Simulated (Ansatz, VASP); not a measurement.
HfSnO4: VASP beside Ansatz

The input INCAR:

```
SYSTEM = HfSnO4
PREC = Accurate ; ENCUT = 600
EDIFF = 1E-6 ; ISMEAR = 0
SIGMA = 0.02 ; LREAL = .FALSE.
LASPH = .TRUE. ; NELM = 100
ALGO = Normal ; ISIF = 3
LWAVE = .FALSE. ; LCHARG = .FALSE.
GGA = PE ; IBRION = 2
NSW = 100 ; EDIFFG = -0.01
```

File KPOINTS:

```
Automatic mesh
0
G
  6 6 8
  0 0 0
```

Contents of POSCAR:

```
HfSnO4
1.0
    3.4289041747     -3.4554217412      0.0000000000
    3.4289041747      3.4554217412      0.0000000000
    0.0000000000      0.0000000000      3.2273799931
Hf Sn O
1 1 4
Direct
    0.0000000000      0.0000000000      0.0000000000
    0.5000000000      0.5000000000      0.5000000000
    0.3056660050      0.6943339950      0.0000000000
    0.1943616841      0.1943616841      0.5000000000
    0.8056383159      0.8056383159      0.5000000000
    0.6943339950      0.3056660050      0.0000000000
```

Input for Ansatz:

```yaml
crystal:
  lattice:
    - [3.4289041747, -3.4554217412, 0.0]
    - [3.4289041747, 3.4554217412, 0.0]
    - [0.0, 0.0, 3.2273799931]
  atoms:
    - { symbol: Hf, position: [0.0, 0.0, 0.0] }
    - { symbol: Sn, position: [0.5, 0.5, 0.5] }
    - { symbol: O, position: [0.305666005, 0.694333995, 0.0] }
    - { symbol: O, position: [0.1943616841, 0.1943616841, 0.5] }
    - { symbol: O, position: [0.8056383159, 0.8056383159, 0.5] }
    - { symbol: O, position: [0.694333995, 0.305666005, 0.0] }
basis:
  ecutwfc: 420
kpoints:
  mp_grid: { grid: [6, 6, 8] }
hamiltonian:
  xc: pbe
scf:
  occupations: { method: gaussian, width: 0.02 }
output:
  forces: true
  stress: true
  eigenvalues: true
  write_density: true
  write_potential: true
  elf: true
  volumetric_format: npy
relax:
  adjacent_minimum: "off"
  f_tol: 0.01
  max_steps: 80
  cell: { stress_tol: 0.05 }
```

Alike in both runs: task relaxation of cell and atoms; functional PBE; k mesh 6 × 6 × 8; occupations gaussian, width 0.02 eV; no spin polarisation.

```csv
,VASP,Ansatz
version,VASP 6.6.1,Ansatz 0.2.0
potentials or method,"VASP PAW PBE potentials, release 64 (Hf_pv, Sn_d, O), cutoff 600 eV","scalar-relativistic, plane waves, PAW"
valence electrons in the cell,48,64
```

```tsv
	VASP	Ansatz	Ansatz less VASP
gap on the k mesh at the Fermi level, each at its own relaxed structure (eV)	2.16	2.16	+0.002
relaxed volume (Å³/atom)	12.67	12.75	+0.076
relaxed length of the cell vector where the two differ most in proportion (Å)	4.858	4.868	+0.0098
```

VASP's potentials hold 48 valence electrons a cell and Ansatz's 64, so a difference there can come from the potentials and not from the codes.

Spin-orbit coupling is off throughout.
